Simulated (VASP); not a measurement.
## Ir: single point with PBE

Crystal: Ir.

```
Ir
1.0
     0.00000    1.93516    1.93516
     1.93516    0.00000    1.93516
     1.93516    1.93516    0.00000
Ir
1
Cartesian
  0.0000 0.0000 0.0000
```

```yaml
Program: VASP 6.6.1
Task: single point
Functional: PBE
Potentials_or_basis: VASP PAW PBE potentials, release 64 (Ir)
Cutoff: 500 eV
k_mesh: 18 × 18 × 18
Occupations: gaussian, width 0.1 eV
Spin: no spin polarisation
Dipole_correction: no
Further_INCAR_settings: ALGO = Normal; EDIFF = 1e-06; NBANDS = 10
```

- Pressure: 0.5 GPa
- Band gap on the k mesh: zero (an odd number of electrons rules out a gap without spin polarisation)

Levels at points of the mesh, in eV from the Fermi level:
```tsv
k point	band 1	band 2	band 3	band 4	band 5	band 6	band 7	band 8	band 9
(0.00, 0.00, 0.00)	-10.89	-3.78	-3.78	-3.78	-1.19	-1.19	14.34	19.78	19.78
(0.50, 0.00, 0.00)	-7.88	-3.87	-3.87	-0.73	0.82	0.82	6.99	13.88	19.55
(0.50, 0.50, 0.00)	-7.67	-7.11	0.79	1.38	1.38	1.67	10.15	11.56	11.56
```

Wall time 16 s on 1 thread of Intel Xeon 8259CL (shared host), peak memory 0.15 GiB.

Caveat: spin-orbit coupling is left out, which moves the levels of the heavy elements.
